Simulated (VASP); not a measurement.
# Ga2O5 (cubic X2O5 type) (Pn-3m) in VASP: further runs

Runs on Ga2O5 (cubic X2O5 type). Level: PBE. Tasks: single point.

Program: VASP 6.6.1. These are calculated values, not measurements. Logs are shortened: lines on timing, memory, paths and dates and some standing lists are left out, and cuts for length are marked.

## 1. The cell of the first run

It takes space group Pn-3m (No. 224, cubic). Conventional cell: a = 5.173 Å, b = 5.173 Å, c = 5.173 Å, α = 90.00°, β = 90.00°, γ = 90.00°. Ga (site symmetry -3m) has 12 O at 2.24 to 2.59 Å within 3.0 Å. Within 3.0 Å of O (site symmetry -3m) lie 6 O at 2.24 Å and 6 Ga at 2.59 Å. O (site symmetry -42m) has 4 Ga at 2.24 Å and 8 O at 2.24 to 2.59 Å within 3.0 Å.

## 2. Single point, PBE

Input file INCAR:

```
PREC = Accurate ; ENCUT = 520
EDIFF = 1E-6 ; ISMEAR = -1
SIGMA = 0.06122561905347299 ; LREAL = F
LASPH = T ; NELM = 60
ALGO = Normal ; ISIF = 2
LWAVE = F ; LCHARG = T
GGA = PE ; LELF = T
LVHAR = T ; NBANDS = 69
```

Input file KPOINTS:

```
Automatic mesh
0
Gamma
  11 11 11
```

Input file POSCAR:

```
Ga2O5
1.0
    5.1725268731      0.0000000000      0.0000000000
    0.0000000000      5.1725268731      0.0000000000
    0.0000000000      0.0000000000      5.1725268731
Ga O
4 10
Direct
    0.0000000000      0.0000000000      0.0000000000
    0.5000000000      0.5000000000      0.0000000000
    0.5000000000      0.0000000000      0.5000000000
    0.0000000000      0.5000000000      0.5000000000
    0.5000000000      0.0000000000      0.0000000000
    0.0000000000      0.5000000000      0.0000000000
    0.0000000000      0.0000000000      0.5000000000
    0.5000000000      0.5000000000      0.5000000000
    0.7500000000      0.7500000000      0.2500000000
    0.7500000000      0.2500000000      0.7500000000
    0.2500000000      0.7500000000      0.7500000000
    0.7500000000      0.2500000000      0.2500000000
    0.2500000000      0.7500000000      0.2500000000
    0.2500000000      0.2500000000      0.7500000000
```

Potentials or basis: VASP PAW PBE potentials, release 64 (Ga_d, O).

Launch:

```
> cat potpaw_PBE.64/Ga_d/POTCAR potpaw_PBE.64/O/POTCAR > POTCAR
> mpirun -np 1 vasp_std > vasp.out
```

OUTCAR:

```text
PREC = Accurate
   ENCUT = 520
   EDIFF = 1E-6
   ISMEAR = -1
   LREAL = F
   LASPH = T
   NELM = 60
   ISIF = 2
   GGA = PE

 ion  position               nearest neighbor table
   1  0.000  0.000  0.000-   9 2.24  10 2.24  11 2.24  12 2.24  13 2.24  14 2.24
   2  0.500  0.500  0.000-   9 2.24  10 2.24  11 2.24  12 2.24  13 2.24  14 2.24
   3  0.500  0.000  0.500-   9 2.24  10 2.24  11 2.24  12 2.24  13 2.24  14 2.24
   4  0.000  0.500  0.500-   9 2.24  10 2.24  11 2.24  12 2.24  13 2.24  14 2.24
   5  0.500  0.000  0.000-
   6  0.000  0.500  0.000-
   7  0.000  0.000  0.500-
   8  0.500  0.500  0.500-
   9  0.750  0.750  0.250-   1 2.24   2 2.24   3 2.24   4 2.24
  10  0.750  0.250  0.750-   1 2.24   2 2.24   3 2.24   4 2.24
  11  0.250  0.750  0.750-   1 2.24   2 2.24   3 2.24   4 2.24
  12  0.750  0.250  0.250-   1 2.24   2 2.24   3 2.24   4 2.24
  13  0.250  0.750  0.250-   1 2.24   2 2.24   3 2.24   4 2.24
  14  0.250  0.250  0.750-   1 2.24   2 2.24   3 2.24   4 2.24

  LATTYP: Found a simple cubic cell.
 ALAT       =     5.1725268731

  Lattice vectors:

 A1 = (   5.1725268731,   0.0000000000,   0.0000000000)
 A2 = (   0.0000000000,   5.1725268731,   0.0000000000)
 A3 = (   0.0000000000,   0.0000000000,   5.1725268731)

Analysis of symmetry for initial positions (statically):
=====================================================================
 Subroutine PRICEL returns:
 Original cell was already a primitive cell.

 Routine SETGRP: Setting up the symmetry group for a
 simple cubic supercell.

 Subroutine GETGRP returns: Found 48 space group operations
 (whereof 12 operations were pure point group operations)
 out of a pool of 48 trial point group operations.

The static configuration has the point symmetry D_3d.
 The point group associated with its full space group is O_h .

Analysis of symmetry for dynamics (positions and initial velocities):
=====================================================================
 Subroutine PRICEL returns:
 Original cell was already a primitive cell.

 Routine SETGRP: Setting up the symmetry group for a
 simple cubic supercell.

 Subroutine GETGRP returns: Found 48 space group operations
 (whereof 12 operations were pure point group operations)
 out of a pool of 48 trial point group operations.

The dynamic configuration has the point symmetry D_3d.
 The point group associated with its full space group is O_h .

 Subroutine INISYM returns: Found 48 space group operations
 (whereof 12 operations are pure point group operations),
 and found     1 'primitive' translations

----------------------------------------------------------------------------------------

                                     Primitive cell

  volume of cell :     138.3911

  direct lattice vectors                    reciprocal lattice vectors
     5.172526873  0.000000000  0.000000000     0.193329107  0.000000000  0.000000000
     0.000000000  5.172526873  0.000000000     0.000000000  0.193329107  0.000000000
     0.000000000  0.000000000  5.172526873     0.000000000  0.000000000  0.193329107

  length of vectors
     5.172526873  5.172526873  5.172526873     0.193329107  0.193329107  0.193329107

  position of ions in fractional coordinates (direct lattice)
     0.000000000  0.000000000  0.000000000
     0.500000000  0.500000000  0.000000000
     0.500000000  0.000000000  0.500000000
     0.000000000  0.500000000  0.500000000
     0.500000000  0.000000000  0.000000000
     0.000000000  0.500000000  0.000000000
     0.000000000  0.000000000  0.500000000
     0.500000000  0.500000000  0.500000000
     0.750000000  0.750000000  0.250000000
     0.750000000  0.250000000  0.750000000
     0.250000000  0.750000000  0.750000000
     0.750000000  0.250000000  0.250000000
     0.250000000  0.750000000  0.250000000
     0.250000000  0.250000000  0.750000000

  ion indices of the primitive-cell ions
   primitive index   ion index
                 1           1
                 2           2
                 3           3
                 4           4
                 5           5
                 6           6
                 7           7
                 8           8
                 9           9
                10          10
                11          11
                12          12
                13          13
                14          14

----------------------------------------------------------------------------------------

 KPOINTS: Automatic mesh

Automatic generation of k-mesh.
 Grid dimensions read from file:
 generate k-points for:   11   11   11

 Generating k-lattice:

  Cartesian coordinates                     Fractional coordinates (reciprocal lattice)
     0.017575373  0.000000000  0.000000000     0.090909091  0.000000000  0.000000000
     0.000000000  0.017575373  0.000000000     0.000000000  0.090909091  0.000000000
     0.000000000  0.000000000  0.017575373     0.000000000  0.000000000  0.090909091

  Length of vectors
     0.017575373  0.017575373  0.017575373

  Shift w.r.t. Gamma in fractional coordinates (k-lattice)
     0.000000000  0.000000000  0.000000000

 Subroutine IBZKPT returns following result:
 ===========================================

 Found     56 irreducible k-points:

 Following reciprocal coordinates:
            Coordinates               Weight
  0.000000  0.000000  0.000000      1.000000
  0.090909  0.000000  0.000000      6.000000
  0.181818  0.000000  0.000000      6.000000
  0.272727  0.000000  0.000000      6.000000
  0.363636  0.000000  0.000000      6.000000
  0.454545  0.000000  0.000000      6.000000
[... 16 lines left out ...]
  0.181818  0.090909  0.090909     24.000000
  0.272727  0.090909  0.090909     24.000000
 [... further k-points ...]
   k-points           NKPTS =     56   k-points in BZ     NKDIM =     56   number of bands    NBANDS=     69
   number of dos      NEDOS =    301   number of ions     NIONS =     14
   total plane-waves  NPLWV =  64000
   dimension x,y,z NGX =    40 NGY =   40 NGZ =   40
   dimension x,y,z NGXF=    80 NGYF=   80 NGZF=   80
   ions per type =               4  10
   NGX,Y,Z   is equivalent  to a cutoff of  12.86, 12.86, 12.86 a.u.
   NGXF,Y,Z  is equivalent  to a cutoff of  25.71, 25.71, 25.71 a.u.
 SYSTEM =  unknown system
   PREC   = accura    normal or accurate (medium, high low for compatibility)
   ISTART =      0    job   : 0-new  1-cont  2-samecut
   ICHARG =      2    charge: 1-file 2-atom 10-const
   ISPIN  =      1    spin polarized calculation?
   LNONCOLLINEAR =      F non collinear calculations
   LSORBIT =      F    spin-orbit coupling
   LASPH  =      T    aspherical Exc in radial PAW
   ENCUT  =  520.0 eV  38.22 Ry    6.18 a.u.   9.62  9.62  9.62*2*pi/ulx,y,z
   NELM   =     60;   NELMIN=  2; NELMDL= -5     # of ELM steps
   EDIFF  = 0.1E-05   stopping-criterion for ELM
   LREAL  =      F    real-space projection
   EDIFFG = 0.1E-04   stopping-criterion for IOM
   NSW    =      0    number of steps for IOM
   IBRION =     -1    ionic relax: 0-MD 1-quasi-New 2-CG
   NFREE  =      0    steps in history (QN), initial steepest desc. (CG)
   ISIF   =      2    stress and relaxation
   ISYM   =      2    0-nonsym 1-usesym 2-fastsym
   POTIM  = 0.5000    time-step for ionic-motion
   TEBEG  =    0.0;   TEEND  =   0.0 temperature during run
   PSTRESS=    0.0 pullay stress
   NELECT =     112.0000    total number of electrons
   NUPDOWN=      -1.0000    fix difference up-down
   EMIN   =  10.00;   EMAX   =-10.00  energy-range for DOS
   EFERMI =   0.00;   METHOD = LEGACY
   ISMEAR =    -1;   SIGMA  =   0.06  broadening in eV -4-tet -1-fermi 0-gaus
   EFERMI_NEDOS =   21; number of points for ismear=-14 and -15
   IALGO  =     38    algorithm
   IMIX   =      4    mixing-type and parameters
     AMIX     =   0.40;   BMIX     =  1.00
     AMIX_MAG =   1.60;   BMIX_MAG =  1.00
  volume/ion in A,a.u.               =       9.89        66.71
  Fermi-wavevector in a.u.,A,eV,Ry     =   1.525614  2.882993 31.667546  2.327499
  Thomas-Fermi vector in A             =   2.633760
   LORBIT       =      0    0 simple, 1 ext, 2 COOP (PROOUT), +10 PAW based schemes
   GGA     = PE    functional components
   LHFCALC =     F    Hartree Fock is set to
   AEXX    =    0.0000 exact exchange contribution
   IVDW    =     0    specifies the selected vdW correction
   LEPSILON=     F    determine dielectric tensor
   LRPA    =     F    only Hartree local field effects (RPA)
 non-spin polarized calculation
  energy-cutoff  :      520.00
  volume of cell :      138.39
 maximum number of plane-waves:      3779
 NGX is ok and might be reduce to    40
   NGX = 19   NGY = 19   NGZ = 19

 number of electron     112.0000005 magnetization

 Free energy of the ion-electron system (eV)
  ---------------------------------------------------
  ext. energy  EPLUGINS =         0.00000000
  ---------------------------------------------------
  free energy    TOTEN  =       -56.84608416 eV

  energy without entropy =      -56.62742738  energy(sigma->0) =      -56.73675577

 E-fermi :   4.4746     XC(G=0): -11.9117

 val. band max:        4.4743840948   @ k =   0.3636   0.3636   0.2727
 cond. band min:       4.4747820095   @ k =   0.1818   0.0909   0.0909
 fundamental gap:      0.0003979147
 Fermi energy:         4.4746295763

 k-point     1 :       0.0000    0.0000    0.0000
  band No.  band energies     occupation
      1     -15.6504      2.00000
      2     -13.6152      2.00000
      3     -13.6152      2.00000
      4     -12.9016      2.00000
      5     -12.9016      2.00000
      6     -12.8053      2.00000
[... 60 lines left out ...]
     67      12.9416      0.00000
     68      12.9416      0.00000
[... 1631 lines left out ...]
     67      12.4749      0.00000
     68      12.5243      0.00000

 [... further k-points ...]

 [bands above 68 left out]

------------------------ aborting loop because EDIFF is reached ----------------------------------------

  FORCE on cell =-STRESS in cart. coord.  units (eV):
  Direction    XX          YY          ZZ          XY          YZ          ZX
  --------------------------------------------------------------------------------------
  -------------------------------------------------------------------------------------
  Total       -2.2797724     -2.2797724     -2.2797724      0.0000000     -0.0000000     -0.0000000
  in kB      -26.3933066    -26.3933066    -26.3933066      0.0000000     -0.0000000     -0.0000000
  external PRESSURE =     -26.3933066 kB  Pullay stress =       0.0000000 kB

 VOLUME and BASIS-vectors are now :
 -----------------------------------------------------------------------------
  energy-cutoff  :      520.00
  volume of cell :      138.39
      direct lattice vectors                 reciprocal lattice vectors
     5.172526873  0.000000000  0.000000000     0.193329107  0.000000000  0.000000000
     0.000000000  5.172526873  0.000000000     0.000000000  0.193329107  0.000000000
     0.000000000  0.000000000  5.172526873     0.000000000  0.000000000  0.193329107

 POSITION                                       TOTAL-FORCE (eV/Angst)
 -----------------------------------------------------------------------------------
      0.00000      0.00000      0.00000        -0.000000      0.000000     -0.000000
      2.58626      2.58626      0.00000        -0.000000      0.000000     -0.000000
      2.58626      0.00000      2.58626        -0.000000      0.000000     -0.000000
      0.00000      2.58626      2.58626        -0.000000      0.000000     -0.000000
      2.58626      0.00000      0.00000        -0.000000      0.000000     -0.000000
      0.00000      2.58626      0.00000        -0.000000      0.000000     -0.000000
      0.00000      0.00000      2.58626        -0.000000      0.000000     -0.000000
      2.58626      2.58626      2.58626        -0.000000      0.000000     -0.000000
      3.87940      3.87940      1.29313        -0.000000     -0.000000     -0.000000
      3.87940      1.29313      3.87940        -0.000000     -0.000000     -0.000000
      1.29313      3.87940      3.87940         0.000000      0.000000      0.000000
      3.87940      1.29313      1.29313         0.000000      0.000000      0.000000
      1.29313      3.87940      1.29313        -0.000000      0.000000      0.000000
      1.29313      1.29313      3.87940         0.000000     -0.000000      0.000000
 -----------------------------------------------------------------------------------
    total drift:                               -0.000000      0.000000     -0.000000

  FREE ENERGIE OF THE ION-ELECTRON SYSTEM (eV)
  ---------------------------------------------------
  free  energy   TOTEN  =       -56.8460841565 eV

  energy  without entropy=      -56.6274273829  energy(sigma->0) =      -56.73675577
```

Wall time 11 min (1 thread of Intel Xeon Platinum 8488C (Sapphire Rapids), shared host); peak memory 0.48 GiB.

Results:

```yaml
Free_energy: -56.8461 eV
Pressure: -2.6 GPa
Band_gap_on_the_k_mesh: zero (bands 56 and 57 overlap by 0.41 eV)
```

## 3. Single point, PBE

This run uses another cell than the first one, of 9.30 Å³/atom.

Input file INCAR:

```
PREC = Accurate ; ENCUT = 520
EDIFF = 1E-7 ; ISMEAR = -1
SIGMA = 0.06122561905347299 ; LREAL = False
LASPH = True ; NELM = 80
ALGO = Normal ; ISIF = 2
LWAVE = False ; LCHARG = True
GGA = PE ; LELF = True
LVHAR = True ; NBANDS = 69
```

Input file KPOINTS:

```
regular mesh
0
Gamma
  11 11 11
```

POSCAR: that of step 2 with these lines changed.

```diff
@@ -2,5 +2,5 @@
 1.0
-    5.1725268731      0.0000000000      0.0000000000
-    0.0000000000      5.1725268731      0.0000000000
-    0.0000000000      0.0000000000      5.1725268731
+    5.0690484560      0.0000000000      0.0000000000
+    0.0000000000      5.0690484560      0.0000000000
+    0.0000000000      0.0000000000      5.0690484560
 Ga O
```

Potentials or basis: VASP PAW PBE potentials, release 64 (Ga_d, O).

Launch:

```
> cat potpaw_PBE.64/Ga_d/POTCAR potpaw_PBE.64/O/POTCAR > POTCAR
> mpirun -np 1 vasp_std > vasp.out
```

It took 12 min on 1 thread of Intel Xeon 8259CL, shared host; peak memory 0.47 GiB.

It converged, with:

```yaml
Free_energy: -56.7342 eV
Pressure: 7.0 GPa
Band_gap_on_the_k_mesh: zero (bands 56 and 57 overlap by 0.44 eV)
```

Levels at points of the mesh, in eV from the Fermi level:
```
           k point  band 54  band 55  band 56  band 57  band 58  band 59
(0.00, 0.00, 0.00)    -0.80    -0.76     0.18     0.18     0.18     0.43
```

Caveat: the cell stands under pressure.

## 4. Single point, PBE

This run uses another cell than the first one, of 9.30 Å³/atom.

Input file INCAR:

```
SYSTEM = Ga2O5
ALGO = Normal
EDIFF = 1E-6
ENCUT = 520
GGA = PE
ISIF = 2
ISMEAR = -1
LASPH = .TRUE.
LCHARG = .FALSE.
LREAL = .FALSE.
LWAVE = .FALSE.
NBANDS = 69
NELM = 80
PREC = Accurate
SIGMA = 0.06122561905347299
```

Input file KPOINTS:

```
k-points
0
G
  11 11 11
  0 0 0
```

POSCAR is that of step 3.

Launch:

```
> cat potpaw_PBE.64/Ga_d/POTCAR potpaw_PBE.64/O/POTCAR > POTCAR
> mpirun -np 1 vasp_std > vasp.out
```

Run time: 7.4 min. Hardware: 1 thread of Intel Xeon Platinum 8259CL at 2.50GHz (Skylake/Cascade Lake), shared host; peak memory 0.46 GiB.

Results (log left out):

* Free energy: -56.7342 eV
* Pressure: 7.0 GPa
* Band gap on the k mesh: zero (bands 56 and 57 overlap by 0.44 eV)

Levels at points of the mesh, in eV from the Fermi level:
```csv
k point,band 54,band 55,band 56,band 57,band 58,band 59
"(0.00, 0.00, 0.00)",-0.80,-0.76,0.18,0.18,0.18,0.43
```

Caveat: the cell stands under pressure.
